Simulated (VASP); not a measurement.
# SnC2 (Pnnm) in VASP: notebook

Runs on SnC2. Level: PBE. Tasks: single point.

Program: VASP 6.6.1. These are calculated values, not measurements. Logs are shortened: lines on timing, memory, paths and dates and some standing lists are left out, and cuts for length are marked.

## (1) The cell of the first run

The structure is orthorhombic, space group Pnnm (No. 58). Conventional cell: a = 4.337 Å, b = 5.417 Å, c = 3.489 Å, α = 90.00°, β = 90.00°, γ = 90.00°. Sn (site symmetry 2/m) has 6 C at 2.37 to 2.43 Å within 3.1 Å. C (site symmetry m) has 1 C at 1.32 Å within 1.8 Å.

## (2) Single point, PBE

File INCAR:

```
PREC = Accurate
ENCUT = 520
EDIFF = 1E-6
ISMEAR = 0
SIGMA = 0.1
LREAL = F
LASPH = T
NELM = 80
ALGO = Normal
ISIF = 2
LWAVE = F
LCHARG = F
GGA = PE
NBANDS = 31
```

File KPOINTS:

```
Automatic mesh
0
Gamma
  4 4 6
```

File POSCAR:

```
SnC2
1.0
    4.3366461671      0.0000000000      0.0000000000
    0.0000000000      5.4172678424      0.0000000000
    0.0000000000      0.0000000000      3.4891697487
Sn C
2 4
Direct
    0.5000000000      0.5000000000      0.5000000000
    0.0000000000      0.0000000000      0.0000000000
    0.3787151806      0.9261844565      0.5000000000
    0.8787151806      0.5738155435      0.0000000000
    0.6212848194      0.0738155435      0.5000000000
    0.1212848194      0.4261844565      0.0000000000
```

Potentials or basis: VASP PAW PBE potentials, release 64 (Sn_d, C).

On the command line:

```sh
$ cat potpaw_PBE.64/Sn_d/POTCAR potpaw_PBE.64/C/POTCAR > POTCAR
$ mpirun -np 1 vasp_std > vasp.out
```

OUTCAR:

```text
PREC = Accurate
   ENCUT = 520
   EDIFF = 1E-6
   ISMEAR = 0
   LREAL = F
   LASPH = T
   NELM = 80
   ISIF = 2
   GGA = PE

 ion  position               nearest neighbor table
   1  0.500  0.500  0.500-   3 2.37   5 2.37   4 2.43   6 2.43   4 2.43   6 2.43
   2  0.000  0.000  0.000-   4 2.37   6 2.37   5 2.43   3 2.43   3 2.43   5 2.43
   3  0.379  0.926  0.500-   5 1.32   1 2.37   2 2.43   2 2.43
   4  0.879  0.574  0.000-   6 1.32   2 2.37   1 2.43   1 2.43
   5  0.621  0.074  0.500-   3 1.32   1 2.37   2 2.43   2 2.43
   6  0.121  0.426  0.000-   4 1.32   2 2.37   1 2.43   1 2.43

  LATTYP: Found a simple orthorhombic cell.
 ALAT       =     3.4891697487
 B/A-ratio  =     1.2428877009
 C/A-ratio  =     1.5525950964

  Lattice vectors:

 A1 = (   0.0000000000,   0.0000000000,   3.4891697487)
 A2 = (   4.3366461671,   0.0000000000,   0.0000000000)
 A3 = (   0.0000000000,   5.4172678424,   0.0000000000)

Analysis of symmetry for initial positions (statically):
=====================================================================
 Subroutine PRICEL returns:
 Original cell was already a primitive cell.

 Routine SETGRP: Setting up the symmetry group for a
 simple orthorhombic supercell.

 Subroutine GETGRP returns: Found  8 space group operations
 (whereof  4 operations were pure point group operations)
 out of a pool of  8 trial point group operations.

The static configuration has the point symmetry C_2h.
 The point group associated with its full space group is D_2h.

Analysis of symmetry for dynamics (positions and initial velocities):
=====================================================================
 Subroutine PRICEL returns:
 Original cell was already a primitive cell.

 Routine SETGRP: Setting up the symmetry group for a
 simple orthorhombic supercell.

 Subroutine GETGRP returns: Found  8 space group operations
 (whereof  4 operations were pure point group operations)
 out of a pool of  8 trial point group operations.

The dynamic configuration has the point symmetry C_2h.
 The point group associated with its full space group is D_2h.

 Subroutine INISYM returns: Found  8 space group operations
 (whereof  4 operations are pure point group operations),
 and found     1 'primitive' translations

----------------------------------------------------------------------------------------

                                     Primitive cell

  volume of cell :      81.9703

  direct lattice vectors                    reciprocal lattice vectors
     4.336646167  0.000000000  0.000000000     0.230592942  0.000000000  0.000000000
     0.000000000  5.417267842  0.000000000     0.000000000  0.184594897  0.000000000
     0.000000000  0.000000000  3.489169749     0.000000000  0.000000000  0.286601132

  length of vectors
     4.336646167  5.417267842  3.489169749     0.230592942  0.184594897  0.286601132

  position of ions in fractional coordinates (direct lattice)
     0.500000000  0.500000000  0.500000000
     0.000000000  0.000000000  0.000000000
     0.378715181  0.926184457  0.500000000
     0.878715181  0.573815543  0.000000000
     0.621284819  0.073815543  0.500000000
     0.121284819  0.426184457  0.000000000

  ion indices of the primitive-cell ions
   primitive index   ion index
                 1           1
                 2           2
                 3           3
                 4           4
                 5           5
                 6           6

----------------------------------------------------------------------------------------

 KPOINTS: Automatic mesh

Automatic generation of k-mesh.
 Grid dimensions read from file:
 generate k-points for:    4    4    6

 Generating k-lattice:

  Cartesian coordinates                     Fractional coordinates (reciprocal lattice)
     0.057648236  0.000000000  0.000000000     0.250000000  0.000000000  0.000000000
     0.000000000  0.046148724  0.000000000     0.000000000  0.250000000  0.000000000
     0.000000000  0.000000000  0.047766855     0.000000000  0.000000000  0.166666667

  Length of vectors
     0.057648236  0.046148724  0.047766855

  Shift w.r.t. Gamma in fractional coordinates (k-lattice)
     0.000000000  0.000000000  0.000000000

 Subroutine IBZKPT returns following result:
 ===========================================

 Found     36 irreducible k-points:

 Following reciprocal coordinates:
            Coordinates               Weight
  0.000000  0.000000  0.000000      1.000000
  0.250000  0.000000  0.000000      2.000000
  0.500000  0.000000  0.000000      1.000000
  0.000000  0.250000  0.000000      2.000000
  0.250000  0.250000  0.000000      4.000000
  0.500000  0.250000  0.000000      2.000000
[... 16 lines left out ...]
  0.250000  0.250000  0.333333      8.000000
  0.500000  0.250000  0.333333      4.000000
 [... further k-points ...]
   k-points           NKPTS =     36   k-points in BZ     NKDIM =     36   number of bands    NBANDS=     31
   number of dos      NEDOS =    301   number of ions     NIONS =      6
   total plane-waves  NPLWV =  35840
   dimension x,y,z NGX =    32 NGY =   40 NGZ =   28
   dimension x,y,z NGXF=    64 NGYF=   80 NGZF=   56
   ions per type =               2   4
   NGX,Y,Z   is equivalent  to a cutoff of  12.27, 12.28, 13.34 a.u.
   NGXF,Y,Z  is equivalent  to a cutoff of  24.53, 24.55, 26.68 a.u.
 SYSTEM =  unknown system
   PREC   = accura    normal or accurate (medium, high low for compatibility)
   ISTART =      0    job   : 0-new  1-cont  2-samecut
   ICHARG =      2    charge: 1-file 2-atom 10-const
   ISPIN  =      1    spin polarized calculation?
   LNONCOLLINEAR =      F non collinear calculations
   LSORBIT =      F    spin-orbit coupling
   LASPH  =      T    aspherical Exc in radial PAW
   ENCUT  =  520.0 eV  38.22 Ry    6.18 a.u.   8.06 10.07  6.49*2*pi/ulx,y,z
   NELM   =     80;   NELMIN=  2; NELMDL= -5     # of ELM steps
   EDIFF  = 0.1E-05   stopping-criterion for ELM
   LREAL  =      F    real-space projection
   EDIFFG = 0.1E-04   stopping-criterion for IOM
   NSW    =      0    number of steps for IOM
   IBRION =     -1    ionic relax: 0-MD 1-quasi-New 2-CG
   NFREE  =      0    steps in history (QN), initial steepest desc. (CG)
   ISIF   =      2    stress and relaxation
   ISYM   =      2    0-nonsym 1-usesym 2-fastsym
   POTIM  = 0.5000    time-step for ionic-motion
   TEBEG  =    0.0;   TEEND  =   0.0 temperature during run
   PSTRESS=    0.0 pullay stress
   NELECT =      44.0000    total number of electrons
   NUPDOWN=      -1.0000    fix difference up-down
   EMIN   =  10.00;   EMAX   =-10.00  energy-range for DOS
   EFERMI =   0.00;   METHOD = LEGACY
   ISMEAR =     0;   SIGMA  =   0.10  broadening in eV -4-tet -1-fermi 0-gaus
   EFERMI_NEDOS =   21; number of points for ismear=-14 and -15
   IALGO  =     38    algorithm
   IMIX   =      4    mixing-type and parameters
     AMIX     =   0.40;   BMIX     =  1.00
     AMIX_MAG =   1.60;   BMIX_MAG =  1.00
  volume/ion in A,a.u.               =      13.66        92.19
  Fermi-wavevector in a.u.,A,eV,Ry     =   1.330476  2.514234 24.084562  1.770165
  Thomas-Fermi vector in A             =   2.459560
   LORBIT       =      0    0 simple, 1 ext, 2 COOP (PROOUT), +10 PAW based schemes
   GGA     = PE    functional components
   LHFCALC =     F    Hartree Fock is set to
   AEXX    =    0.0000 exact exchange contribution
   IVDW    =     0    specifies the selected vdW correction
   LEPSILON=     F    determine dielectric tensor
   LRPA    =     F    only Hartree local field effects (RPA)
 non-spin polarized calculation
 Gauss-broadening in eV      SIGMA  =   0.10
  energy-cutoff  :      520.00
  volume of cell :       81.97
 maximum number of plane-waves:      2236
   NGX = 17   NGY = 21   NGZ = 13

 number of electron      44.0000002 magnetization

 Free energy of the ion-electron system (eV)
  ---------------------------------------------------
  ext. energy  EPLUGINS =         0.00000000
  ---------------------------------------------------
  free energy    TOTEN  =       -38.36724727 eV

  energy without entropy =      -38.35607037  energy(sigma->0) =      -38.36165882

 E-fermi :   7.4122     XC(G=0): -10.9021

 val. band max:        7.3939185571   @ k =   0.0000   0.2500   0.3333
 cond. band min:       7.4482110758   @ k =   0.0000   0.5000   0.3333
 fundamental gap:      0.0542925186
 Fermi energy:         7.4122058131

 k-point     1 :       0.0000    0.0000    0.0000
  band No.  band energies     occupation
      1     -14.0914      2.00000
      2     -14.0273      2.00000
      3     -14.0178      2.00000
      4     -13.9832      2.00000
      5     -13.9728      2.00000
      6     -13.9639      2.00000
[... 23 lines left out ...]
     30      14.3307      0.00000
     31      14.5113      0.00000

 k-point     2 :       0.2500    0.0000    0.0000
  band No.  band energies     occupation
      1     -14.0762      2.00000
      2     -14.0322      2.00000
      3     -14.0061      2.00000
      4     -13.9839      2.00000
      5     -13.9695      2.00000
      6     -13.9640      2.00000
[... 23 lines left out ...]
     30      14.5360      0.00000
     31      15.0069      0.00000

 k-point     3 :       0.5000    0.0000    0.0000
  band No.  band energies     occupation
      1     -14.0492      2.00000
      2     -14.0492      2.00000
      3     -13.9803      2.00000
      4     -13.9803      2.00000
      5     -13.9797      2.00000
      6     -13.9797      2.00000
[... 23 lines left out ...]
     30      14.4138      0.00000
     31      15.4758      0.00000

 k-point     4 :       0.0000    0.2500    0.0000
  band No.  band energies     occupation
      1     -14.0748      2.00000
      2     -14.0311      2.00000
      3     -14.0119      2.00000
      4     -13.9799      2.00000
      5     -13.9675      2.00000
      6     -13.9657      2.00000
[... 635 lines left out ...]
     30      15.5879      0.00000
     31      16.1953      0.00000

 k-point    23 :       0.2500    0.2500    0.3333
  band No.  band energies     occupation
      1     -14.0558      2.00000
      2     -14.0434      2.00000
      3     -13.9933      2.00000
      4     -13.9736      2.00000
      5     -13.9670      2.00000
      6     -13.9550      2.00000
[... 23 lines left out ...]
     30      14.9947      0.00000
     31      15.5692      0.00000

 k-point    24 :       0.5000    0.2500    0.3333
  band No.  band energies     occupation
      1     -14.0629      2.00000
      2     -14.0629      2.00000
      3     -13.9791      2.00000
      4     -13.9791      2.00000
      5     -13.9624      2.00000
      6     -13.9624      2.00000
[... 23 lines left out ...]
     30      13.9047      0.00000
     31      15.2847      0.00000

 [... further k-points ...]

------------------------ aborting loop because EDIFF is reached ----------------------------------------

  FORCE on cell =-STRESS in cart. coord.  units (eV):
  Direction    XX          YY          ZZ          XY          YZ          ZX
  --------------------------------------------------------------------------------------
  -------------------------------------------------------------------------------------
  Total       -0.0054659      0.1495251      0.0740140      0.0000000      0.0000000      0.0000000
  in kB       -0.1068363      2.9225924      1.4466647      0.0000000      0.0000000      0.0000000
  external PRESSURE =       1.4208069 kB  Pullay stress =       0.0000000 kB

 VOLUME and BASIS-vectors are now :
 -----------------------------------------------------------------------------
  energy-cutoff  :      520.00
  volume of cell :       81.97
      direct lattice vectors                 reciprocal lattice vectors
     4.336646167  0.000000000  0.000000000     0.230592942  0.000000000  0.000000000
     0.000000000  5.417267842  0.000000000     0.000000000  0.184594897  0.000000000
     0.000000000  0.000000000  3.489169749     0.000000000  0.000000000  0.286601132

 POSITION                                       TOTAL-FORCE (eV/Angst)
 -----------------------------------------------------------------------------------
      2.16832      2.70863      1.74458         0.000000     -0.000000      0.000000
      0.00000      0.00000      0.00000         0.000000     -0.000000      0.000000
      1.64235      5.01739      1.74458        -0.052981     -0.043666      0.000000
      3.81068      3.10851      0.00000        -0.052981      0.043666      0.000000
      2.69429      0.39988      1.74458         0.052981      0.043666     -0.000000
      0.52597      2.30876      0.00000         0.052981     -0.043666      0.000000
 -----------------------------------------------------------------------------------
    total drift:                                0.000000      0.000000     -0.000000

  FREE ENERGIE OF THE ION-ELECTRON SYSTEM (eV)
  ---------------------------------------------------
  free  energy   TOTEN  =       -38.3672472669 eV

  energy  without entropy=      -38.3560703702  energy(sigma->0) =      -38.36165882
```

Wall time 53 s (1 thread of Intel Xeon Platinum 8559C (Emerald Rapids), shared host); peak memory 0.22 GiB.

Results:

- Free energy: -38.3672 eV
- Pressure: 0.1 GPa
- Largest force: 0.069 eV/Å
- Band gap on the k mesh: zero (band 22 reaches 10.33 eV, above the bottom of band 23 at 6.78 eV)

Forces in eV/Å, atoms in the order of the input:
```
Sn   0.000  0.000  0.000
Sn   0.000  0.000  0.000
C   -0.053 -0.044  0.000
C   -0.053  0.044  0.000
C    0.053  0.044  0.000
C    0.053 -0.044  0.000
```

Stress tensor (GPa, compression positive):
```
-0.01  0.00  0.00
 0.00  0.29  0.00
 0.00  0.00  0.14
```

Caveat: the k points lie up to 0.36 Å⁻¹ apart; spin-orbit coupling is left out, which moves the levels of the heavy elements.

## (3) Single point, PBE

This run uses another cell than the first one, of 14.34 Å³/atom, 1.050 times its volume.

File INCAR:

```
ALGO = Normal ; EDIFF = 1E-6
ENCUT = 520 ; GGA = PE
ISIF = 2 ; ISMEAR = 0
LASPH = True ; LCHARG = False
LREAL = False ; LWAVE = False
NBANDS = 31 ; NELM = 60
PREC = Accurate ; SIGMA = 0.1
```

File KPOINTS:

```
k-points
0
Gamma
  4 4 6
```

File POSCAR:

```
SnC2
1.0
    4.9876889098      0.0000000000      0.0000000000
    0.0000000000      5.1395576426      0.0000000000
    0.0000000000      0.0000000000      3.3570983047
Sn C
2 4
Direct
    0.5000000000      0.5000000000      0.5000000000
    0.0000000000      0.0000000000      0.0000000000
    0.2250000000      0.8250000000      0.5000000000
    0.7250000000      0.6750000000      0.0000000000
    0.7750000000      0.1750000000      0.5000000000
    0.2750000000      0.3250000000      0.0000000000
```

Potentials or basis: VASP PAW PBE potentials, release 64 (Sn_d, C).

On the command line:

```sh
$ cat potpaw_PBE.64/Sn_d/POTCAR potpaw_PBE.64/C/POTCAR > POTCAR
$ mpirun -np 1 vasp_std > vasp.out
```

OUTCAR:

```text
EDIFF = 1E-6
   ENCUT = 520
   GGA = PE
   ISIF = 2
   ISMEAR = 0
   LASPH = True
   LREAL = False
   NELM = 60
   PREC = Accurate

 ion  position               nearest neighbor table
   1  0.500  0.500  0.500-   3 2.16   5 2.16   4 2.21   6 2.21   4 2.21   6 2.21
   2  0.000  0.000  0.000-   4 2.16   6 2.16   5 2.21   3 2.21   3 2.21   5 2.21
   3  0.225  0.825  0.500-   1 2.16   2 2.21   2 2.21
   4  0.725  0.675  0.000-   2 2.16   1 2.21   1 2.21
   5  0.775  0.175  0.500-   1 2.16   2 2.21   2 2.21
   6  0.275  0.325  0.000-   2 2.16   1 2.21   1 2.21

  LATTYP: Found a simple orthorhombic cell.
 ALAT       =     3.3570983047
 B/A-ratio  =     1.4857142857
 C/A-ratio  =     1.5309523809

  Lattice vectors:

 A1 = (   0.0000000000,   0.0000000000,   3.3570983047)
 A2 = (   4.9876889098,   0.0000000000,   0.0000000000)
 A3 = (   0.0000000000,   5.1395576426,   0.0000000000)

Analysis of symmetry for initial positions (statically):
=====================================================================
 Subroutine PRICEL returns:
[... 185 lines left out ...]
 cond. band min:       6.2504334886   @ k =   0.0000   0.5000   0.5000
 fundamental gap:      0.0597027943
 Fermi energy:         6.2291417636

 k-point     1 :       0.0000    0.0000    0.0000
  band No.  band energies     occupation
      1     -14.7985      2.00000
      2     -14.7003      2.00000
      3     -14.5642      2.00000
      4     -14.5611      2.00000
      5     -14.5371      2.00000
      6     -14.4678      2.00000
[... 805 lines left out ...]
     30      15.3422      0.00000
     31      15.6417      0.00000

 [... further k-points ...]

------------------------ aborting loop because EDIFF is reached ----------------------------------------

  FORCE on cell =-STRESS in cart. coord.  units (eV):
  Direction    XX          YY          ZZ          XY          YZ          ZX
  --------------------------------------------------------------------------------------
  -------------------------------------------------------------------------------------
  Total        3.1686883      4.7566521      8.0239283     -0.0000000      0.0000000      0.0000000
  in kB       58.9930630     88.5569822    149.3855063     -0.0000000      0.0000000      0.0000000
  external PRESSURE =      98.9785172 kB  Pullay stress =       0.0000000 kB

 VOLUME and BASIS-vectors are now :
 -----------------------------------------------------------------------------
  energy-cutoff  :      520.00
  volume of cell :       86.06
      direct lattice vectors                 reciprocal lattice vectors
     4.987688910  0.000000000  0.000000000     0.200493659  0.000000000  0.000000000
     0.000000000  5.139557643  0.000000000     0.000000000  0.194569274  0.000000000
     0.000000000  0.000000000  3.357098305     0.000000000  0.000000000  0.297876294

 POSITION                                       TOTAL-FORCE (eV/Angst)
 -----------------------------------------------------------------------------------
      2.49384      2.56978      1.67855         0.000000      0.000000      0.000000
      0.00000      0.00000      0.00000         0.000000      0.000000      0.000000
      1.12223      4.24014      1.67855         0.159550      0.360153      0.000000
      3.61607      3.46920      0.00000         0.159550     -0.360153      0.000000
      3.86546      0.89942      1.67855        -0.159550     -0.360153      0.000000
      1.37161      1.67036      0.00000        -0.159550      0.360153      0.000000
 -----------------------------------------------------------------------------------
    total drift:                                0.000000      0.000000     -0.000000

  FREE ENERGIE OF THE ION-ELECTRON SYSTEM (eV)
  ---------------------------------------------------
  free  energy   TOTEN  =       -28.0245536694 eV

  energy  without entropy=      -28.0069984980  energy(sigma->0) =      -28.01577608
```

stdout:

```text
POSCAR found type information on POSCAR SnC
 POSCAR found :  2 types and       6 ions
 scaLAPACK will be used
 LDA part: xc-table for (Slater+PW92), standard interpolation
 POSCAR, INCAR and KPOINTS ok, starting setup
 FFT: planning ... GRIDC
 FFT: planning ... GRID_SOFT
 FFT: planning ... GRID
 WAVECAR not read
 entering main loop
```

It took 70 s on 1 thread of Intel Xeon Platinum 8559C (Emerald Rapids), shared host; peak memory 0.23 GiB.

Results:

```
Free energy            : -28.0246 eV
Pressure               : 9.9 GPa
Largest force          : 0.394 eV/Å
Band gap on the k mesh : zero (band 22 reaches 6.90 eV, above the bottom of band 23 at 5.26 eV)
```

Forces in eV/Å, atoms in the order of the input:
```
Sn   0.000  0.000  0.000
Sn   0.000  0.000  0.000
C    0.160  0.360  0.000
C    0.160 -0.360  0.000
C   -0.160 -0.360  0.000
C   -0.160  0.360  0.000
```

Caveat: spin-orbit coupling is left out, which moves the levels of the heavy elements.
